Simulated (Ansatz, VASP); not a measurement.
# C in VASP and in Ansatz

INCAR

```
  PREC = Accurate
  ENCUT = 600
  EDIFF = 1E-7
  ISMEAR = 0
  SIGMA = 0.1
  LREAL = F
  LASPH = T
  NELM = 100
  ALGO = Normal
  ISIF = 3
  LWAVE = F
  LCHARG = F
  GGA = PE
  IBRION = 2
  NSW = 90
  EDIFFG = -0.04
```

KPOINTS

```
Automatic mesh
0
Gamma
  8 8 8
```

Contents of POSCAR:

```
C
1.0
    1.1835078700     -3.8797583900      0.0000000000
    1.1835078700      3.8797583900      0.0000000000
    0.0000000000      0.0000000000      2.4620297400
C
4
Direct
    0.0940261200      0.9059738800      0.5000000000
    0.9059738800      0.0940261200      0.5000000000
    0.1949989000      0.8050011000      0.0000000000
    0.8050011000      0.1949989000      0.0000000000
```

Input for Ansatz:

```yaml
crystal:
  lattice:
    - [1.18350787, -3.87975839, 0.0]
    - [1.18350787, 3.87975839, 0.0]
    - [0.0, 0.0, 2.46202974]
  atoms:
    - { symbol: C, position: [0.09402612, 0.90597388, 0.5] }
    - { symbol: C, position: [0.90597388, 0.09402612, 0.5] }
    - { symbol: C, position: [0.1949989, 0.8050011, 0.0] }
    - { symbol: C, position: [0.8050011, 0.1949989, 0.0] }
basis:
  ecutwfc: 420
kpoints:
  mp_grid: { grid: [8, 8, 8] }
hamiltonian:
  xc: pbe
scf:
  occupations: { method: gaussian, width: 0.1 }
  lower_state_search: "off"
output:
  forces: true
  stress: true
  eigenvalues: true
relax:
  adjacent_minimum: "off"
  f_tol: 0.04
  max_steps: 70
  cell: { stress_tol: 0.4 }
```

Alike in both runs: task relaxation of cell and atoms; functional PBE; k mesh 8 × 8 × 8; occupations gaussian, width 0.1 eV; no spin polarisation.

```csv
,VASP,Ansatz
version,VASP 6.6.1,Ansatz 0.2.0
potentials or method,"VASP PAW PBE potentials, release 64 (C), cutoff 600 eV","scalar-relativistic, plane waves, PAW"
valence electrons in the cell,16,16
```

```tsv
	VASP	Ansatz	Ansatz less VASP
gap on the k mesh at the Fermi level, each at its own relaxed structure (eV)	none	none	-
relaxed volume (Å³/atom)	6.64	6.63	-0.008
relaxed cell length with the largest relative difference (Å)	2.511	2.509	-0.0013
```

A gap of «none» marks a metal or a gap that the smearing closes.

Noted on VASP's run: the volume moved by over 15 % at a fixed basis, so the end points are rough.
